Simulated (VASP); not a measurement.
# BeCd2Te3 (P6/mmm) in VASP: further runs

BeCd2Te3 is run at these levels: PBE; tasks: relaxation of cell and atoms, single point.

Program: VASP 6.6.1. These are calculated values, not measurements. Logs are shortened: lines on timing, memory, paths and dates and some standing lists are left out, and cuts for length are marked.

## 1. The cell of the first run

It takes space group P6/mmm (No. 191, hexagonal). The conventional cell has a = 6.621 Å, b = 6.621 Å, c = 4.543 Å, α = 90.00°, β = 90.00°, γ = 120.00°. Within 5.3 Å of Be (site symmetry 6/mmm) lie 12 Te at 4.01 Å and 12 Cd at 4.45 Å and 2 Be at 4.54 Å. Cd (site symmetry -6m2) has 3 Te at 1.91 Å within 2.5 Å. Te (site symmetry mmm) has 2 Cd at 1.91 Å within 2.5 Å.

The cell was generated, and may not be a known phase.

## 2. Relaxation of cell and atoms, PBE

Contents of INCAR:

```
SYSTEM = BeCd2Te3
PREC = Accurate
ENCUT = 600
EDIFF = 1E-7
ISMEAR = 0
SIGMA = 0.1
LREAL = .FALSE.
LASPH = .TRUE.
NELM = 120
ALGO = Normal
ISIF = 3
LWAVE = .FALSE.
LCHARG = .FALSE.
GGA = PE
IBRION = 2
NSW = 90
EDIFFG = -0.04
GGA_COMPAT = .FALSE.
NELMIN = 4
```

Contents of KPOINTS:

```
regular mesh
0
G
  3 3 4
  0 0 0
```

Contents of POSCAR:

```
BeCd2Te3
1.0
    6.6213314400      0.0000000000      0.0000000000
   -3.3106657200      5.7342412400      0.0000000000
    0.0000000000      0.0000000000      4.5426472400
Be Cd Te
1 2 3
Direct
    0.0000000000      0.0000000000      0.0000000000
    0.3333333300      0.6666666700      0.5000000000
    0.6666666700      0.3333333300      0.5000000000
    0.5000000000      0.0000000000      0.5000000000
    0.0000000000      0.5000000000      0.5000000000
    0.5000000000      0.5000000000      0.5000000000
```

Potentials or basis: VASP PAW PBE potentials, release 64 (Be, Cd, Te).

Run with:

```console
$ cat potpaw_PBE.64/Be/POTCAR potpaw_PBE.64/Cd/POTCAR potpaw_PBE.64/Te/POTCAR > POTCAR
$ mpirun -np 1 vasp_std > vasp.out
```

OUTCAR:

```text
SYSTEM = BeCd2Te3
   PREC = Accurate
   ENCUT = 600
   EDIFF = 1E-7
   ISMEAR = 0
   LREAL = .FALSE.
   LASPH = .TRUE.
   NELM = 120
   ISIF = 3
   GGA = PE
   IBRION = 2
   NSW = 90
   EDIFFG = -0.04
   NELMIN = 4

 ion  position               nearest neighbor table
   1  0.000  0.000  0.000-
   2  0.333  0.667  0.500-   5 1.91   4 1.91   6 1.91
   3  0.667  0.333  0.500-   5 1.91   4 1.91   6 1.91
   4  0.500  0.000  0.500-   2 1.91   3 1.91   5 3.31   6 3.31   6 3.31   5 3.31
   5  0.000  0.500  0.500-   2 1.91   3 1.91   6 3.31   6 3.31   4 3.31   4 3.31
   6  0.500  0.500  0.500-   2 1.91   3 1.91   5 3.31   5 3.31   4 3.31   4 3.31

  LATTYP: Found a hexagonal cell.
 ALAT       =     6.6213314400
 C/A-ratio  =     0.6860625059

  Lattice vectors:

 A1 = (   6.6213314400,   0.0000000000,   0.0000000000)
 A2 = (  -3.3106657200,   5.7342412400,   0.0000000000)
 A3 = (   0.0000000000,   0.0000000000,   4.5426472400)

Analysis of symmetry for initial positions (statically):
=====================================================================
 Subroutine PRICEL returns:
 Original cell was already a primitive cell.

 Routine SETGRP: Setting up the symmetry group for a
 hexagonal supercell.

 Subroutine GETGRP returns: Found 24 space group operations
 (whereof 24 operations were pure point group operations)
 out of a pool of 24 trial point group operations.

The static configuration has the point symmetry D_6h.

Analysis of symmetry for dynamics (positions and initial velocities):
=====================================================================
 Subroutine PRICEL returns:
 Original cell was already a primitive cell.

 Routine SETGRP: Setting up the symmetry group for a
 hexagonal supercell.

 Subroutine GETGRP returns: Found 24 space group operations
 (whereof 24 operations were pure point group operations)
 out of a pool of 24 trial point group operations.

The dynamic configuration has the point symmetry D_6h.

 Subroutine INISYM returns: Found 24 space group operations
 (whereof 24 operations are pure point group operations),
 and found     1 'primitive' translations

----------------------------------------------------------------------------------------

                                     Primitive cell

  volume of cell :     172.4766

  direct lattice vectors                    reciprocal lattice vectors
     6.621331440  0.000000000  0.000000000     0.151027027  0.087195494  0.000000000
    -3.310665720  5.734241240  0.000000000     0.000000000  0.174390989  0.000000000
     0.000000000  0.000000000  4.542647240     0.000000000  0.000000000  0.220135958

  length of vectors
     6.621331440  6.621331445  4.542647240     0.174390989  0.174390989  0.220135958

  position of ions in fractional coordinates (direct lattice)
     0.000000000  0.000000000  0.000000000
     0.333333330  0.666666670  0.500000000
     0.666666670  0.333333330  0.500000000
     0.500000000  0.000000000  0.500000000
     0.000000000  0.500000000  0.500000000
     0.500000000  0.500000000  0.500000000

  ion indices of the primitive-cell ions
   primitive index   ion index
                 1           1
                 2           2
                 3           3
                 4           4
                 5           5
                 6           6

----------------------------------------------------------------------------------------

 KPOINTS: regular mesh

Automatic generation of k-mesh.
 Grid dimensions read from file:
 generate k-points for:    3    3    4

 Generating k-lattice:

  Cartesian coordinates                     Fractional coordinates (reciprocal lattice)
     0.050342342  0.029065165  0.000000000     0.333333333  0.000000000  0.000000000
     0.000000000  0.058130330  0.000000000     0.000000000  0.333333333  0.000000000
     0.000000000  0.000000000  0.055033989     0.000000000  0.000000000  0.250000000

  Length of vectors
     0.058130330  0.058130330  0.055033989

  Shift w.r.t. Gamma in fractional coordinates (k-lattice)
     0.000000000  0.000000000  0.000000000

 Subroutine IBZKPT returns following result:
 ===========================================

 Found      9 irreducible k-points:

 Following reciprocal coordinates:
            Coordinates               Weight
  0.000000  0.000000  0.000000      1.000000
  0.333333  0.000000  0.000000      6.000000
  0.333333  0.333333  0.000000      2.000000
  0.000000  0.000000  0.250000      2.000000
  0.333333  0.000000  0.250000     12.000000
  0.333333  0.333333  0.250000      4.000000
  0.000000  0.000000  0.500000      1.000000
  0.333333  0.000000  0.500000      6.000000
  0.333333  0.333333  0.500000      2.000000
   k-points           NKPTS =      9   k-points in BZ     NKDIM =      9   number of bands    NBANDS=     26
   number of dos      NEDOS =    301   number of ions     NIONS =      6
   total plane-waves  NPLWV = 104976
   dimension x,y,z NGX =    54 NGY =   54 NGZ =   36
   dimension x,y,z NGXF=   108 NGYF=  108 NGZF=   72
   ions per type =               1   2   3
   NGX,Y,Z   is equivalent  to a cutoff of  13.56, 13.56, 13.17 a.u.
   NGXF,Y,Z  is equivalent  to a cutoff of  27.12, 27.12, 26.35 a.u.
 SYSTEM =  BeCd2Te3
   PREC   = accura    normal or accurate (medium, high low for compatibility)
   ISTART =      0    job   : 0-new  1-cont  2-samecut
   ICHARG =      2    charge: 1-file 2-atom 10-const
   ISPIN  =      1    spin polarized calculation?
   LNONCOLLINEAR =      F non collinear calculations
   LSORBIT =      F    spin-orbit coupling
   LASPH  =      T    aspherical Exc in radial PAW
   ENCUT  =  600.0 eV  44.10 Ry    6.64 a.u.  13.22 13.22  9.07*2*pi/ulx,y,z
   NELM   =    120;   NELMIN=  4; NELMDL= -5     # of ELM steps
   EDIFF  = 0.1E-06   stopping-criterion for ELM
   LREAL  =      F    real-space projection
   EDIFFG = -.4E-01   stopping-criterion for IOM
   NSW    =     90    number of steps for IOM
   IBRION =      2    ionic relax: 0-MD 1-quasi-New 2-CG
   NFREE  =      1    steps in history (QN), initial steepest desc. (CG)
   ISIF   =      3    stress and relaxation
   ISYM   =      2    0-nonsym 1-usesym 2-fastsym
   POTIM  = 0.5000    time-step for ionic-motion
   TEBEG  =    0.0;   TEEND  =   0.0 temperature during run
   PSTRESS=    0.0 pullay stress
   NELECT =      44.0000    total number of electrons
   NUPDOWN=      -1.0000    fix difference up-down
   EMIN   =  10.00;   EMAX   =-10.00  energy-range for DOS
   EFERMI =   0.00;   METHOD = LEGACY
   ISMEAR =     0;   SIGMA  =   0.10  broadening in eV -4-tet -1-fermi 0-gaus
   EFERMI_NEDOS =   21; number of points for ismear=-14 and -15
   IALGO  =     38    algorithm
   IMIX   =      4    mixing-type and parameters
     AMIX     =   0.40;   BMIX     =  1.00
     AMIX_MAG =   1.60;   BMIX_MAG =  1.00
  volume/ion in A,a.u.               =      28.75       193.99
  Fermi-wavevector in a.u.,A,eV,Ry     =   1.038283  1.962070 14.667502  1.078031
  Thomas-Fermi vector in A             =   2.172760
   LORBIT       =      0    0 simple, 1 ext, 2 COOP (PROOUT), +10 PAW based schemes
   GGA     = PE    functional components
   LHFCALC =     F    Hartree Fock is set to
   AEXX    =    0.0000 exact exchange contribution
   IVDW    =     0    specifies the selected vdW correction
   LEPSILON=     F    determine dielectric tensor
   LRPA    =     F    only Hartree local field effects (RPA)
 conjugate gradient relaxation of ions
 non-spin polarized calculation
 Gauss-broadening in eV      SIGMA  =   0.10
  energy-cutoff  :      600.00
  volume of cell :      172.48
 maximum number of plane-waves:      5790
 NGX is ok and might be reduce to    54
   NGX = 27   NGY = 27   NGZ = 19

--------------------------------------- Ionic step        1  -------------------------------------------

 number of electron      44.0000007 magnetization

 Free energy of the ion-electron system (eV)
  ---------------------------------------------------
  ext. energy  EPLUGINS =         0.00000000
  ---------------------------------------------------
  free energy    TOTEN  =        34.13364807 eV

  energy without entropy =       34.15337450  energy(sigma->0) =       34.14351128

------------------------ aborting loop because EDIFF is reached ----------------------------------------

  FORCE on cell =-STRESS in cart. coord.  units (eV):
  Direction    XX          YY          ZZ          XY          YZ          ZX
  --------------------------------------------------------------------------------------
  -------------------------------------------------------------------------------------
  Total      180.8576226    180.8576230      0.0594514      0.0000000     -0.0000000      0.0000000
  in kB     1680.0302432   1680.0302467      0.5522580      0.0000000     -0.0000000      0.0000000
  external PRESSURE =    1120.2042493 kB  Pullay stress =       0.0000000 kB
[... 25 lines left out ...]
  energy  without entropy=       34.1533744989  energy(sigma->0) =       34.14351128

--------------------------------------- Ionic step        2  -------------------------------------------

 number of electron      44.0000407 magnetization

------------------------ aborting loop EDIFF was not reached (unconverged)  ----------------------------

  FORCE on cell =-STRESS in cart. coord.  units (eV):
  Direction    XX          YY          ZZ          XY          YZ          ZX
  --------------------------------------------------------------------------------------
  -------------------------------------------------------------------------------------
  Total     -318.7638476   -318.7638491     70.3226418      0.0000000      0.0000000      0.0000000
  in kB     -491.3948883   -491.3948906    108.4068566      0.0000000      0.0000000      0.0000000
  external PRESSURE =    -291.4609741 kB  Pullay stress =       0.0000000 kB

 VOLUME and BASIS-vectors are now :
 -----------------------------------------------------------------------------
  energy-cutoff  :      600.00
  volume of cell :     1039.32
      direct lattice vectors                 reciprocal lattice vectors
    16.249907997  0.000000000  0.000000000     0.061538810  0.035529448  0.000000000
    -8.124953999 14.072833167 -0.000000000     0.000000000  0.071058897  0.000000000
     0.000000000 -0.000000000  4.544818694     0.000000000  0.000000000  0.220030779
[... 52 lines left out ...]
  FREE ENERGIE OF THE ION-ELECTRON SYSTEM (eV)
  ---------------------------------------------------
  free  energy   TOTEN  =        -4.2574766479 eV

  energy  without entropy=       -4.1788897297  energy(sigma->0) =       -4.21818319

 E-fermi :  -0.5853     XC(G=0):  -6.5183

 val. band max:       -0.5916558850   @ k =   0.0000   0.0000   0.5000
 cond. band min:      -0.5698579116   @ k =   0.0000   0.0000   0.5000
 fundamental gap:      0.0217979734
 Fermi energy:        -0.5852980740

 k-point     1 :       0.0000    0.0000    0.0000
  band No.  band energies     occupation
      1     -11.1907      2.00000
      2     -10.9609      2.00000
      3     -10.9609      2.00000
      4      -9.2109      2.00000
      5      -9.2109      2.00000
      6      -9.1932      2.00000
[... 250 lines left out ...]
     25       2.3760      0.00000
     26       2.3760      0.00000

[... ionic steps 4 to 13 ...]

--------------------------------------- Ionic step       14  -------------------------------------------

 number of electron      43.9999943 magnetization

------------------------ aborting loop because EDIFF is reached ----------------------------------------

  FORCE on cell =-STRESS in cart. coord.  units (eV):
  Direction    XX          YY          ZZ          XY          YZ          ZX
  --------------------------------------------------------------------------------------
  -------------------------------------------------------------------------------------
  Total        0.6831951      0.6831951      1.3609964      0.0000000      0.0000000      0.0000000
  in kB        4.2130065      4.2130065      8.3927522      0.0000000      0.0000000      0.0000000
  external PRESSURE =       5.6062551 kB  Pullay stress =       0.0000000 kB
[... 65 lines left out ...]
  energy  without entropy=      -10.6202438863  energy(sigma->0) =      -10.63519066

--------------------------------------- Ionic step       16  -------------------------------------------

 number of electron      43.9999936 magnetization

 Free energy of the ion-electron system (eV)
  ---------------------------------------------------
  ext. energy  EPLUGINS =         0.00000000
  ---------------------------------------------------
  free energy    TOTEN  =       -10.65948688 eV

  energy without entropy =      -10.62987119  energy(sigma->0) =      -10.64467903

 E-fermi :   0.7281     XC(G=0):  -7.1044

 val. band max:        0.6985558255   @ k =   0.3333   0.0000   0.5000
 cond. band min:       0.7296849220   @ k =   0.3333   0.3333   0.5000
 fundamental gap:      0.0311290966
 Fermi energy:         0.7281430516

 k-point     1 :       0.0000    0.0000    0.0000
  band No.  band energies     occupation
      1     -10.5913      2.00000
      2     -10.3717      2.00000
      3     -10.3717      2.00000
      4      -8.3736      2.00000
      5      -8.2629      2.00000
      6      -8.1192      2.00000
[... 283 lines left out ...]
  FREE ENERGIE OF THE ION-ELECTRON SYSTEM (eV)
  ---------------------------------------------------
  free  energy   TOTEN  =       -10.6594868751 eV

  energy  without entropy=      -10.6298711852  energy(sigma->0) =      -10.64467903

 reached required accuracy - stopping structural energy minimisation
```

Run time: 17 min. Hardware: 1 thread of Intel Xeon 6975P-C (Granite Rapids), shared host; peak memory 0.35 GiB.

What came out:

```
Free energy                           : -10.6595 eV
Relaxed volume                        : 44.31 Å³/atom
Relaxed cell                          : a = 9.691 Å, b = 9.691 Å, c = 3.269 Å, α = 90.00°, β = 90.00°, γ = 120.00°
Space group after relaxing (to 0.1 Å) : P6/mmm (No. 191)
Pressure after relaxing               : 0.0 GPa
Band gap on the k mesh                : zero (bands 22 and 23 overlap by 2.45 eV)
```

Final structure:
```
Be Cd Te
1.0
     9.69124    0.00000    0.00000
    -4.84562    8.39286    0.00000
     0.00000    0.00000    3.26894
Be Cd Te
1 2 3
Cartesian
  0.0000 0.0000 0.0000
  0.0000 5.5952 1.6345
  4.8456 2.7976 1.6345
  4.8456 0.0000 1.6345
  -2.4228 4.1964 1.6345
  2.4228 4.1964 1.6345
```

Caveat: the k points lie up to 0.48 Å⁻¹ apart in the final cell, too coarse for converged energies and pressures of a metal; the volume moved by over 15 % at a fixed basis, so the end points are rough; spin-orbit coupling is left out, which moves the levels of the heavy elements.

[end of part 1 of 2]

The gap in the log of VASP goes by the Fermi energy; the results here count the filled bands.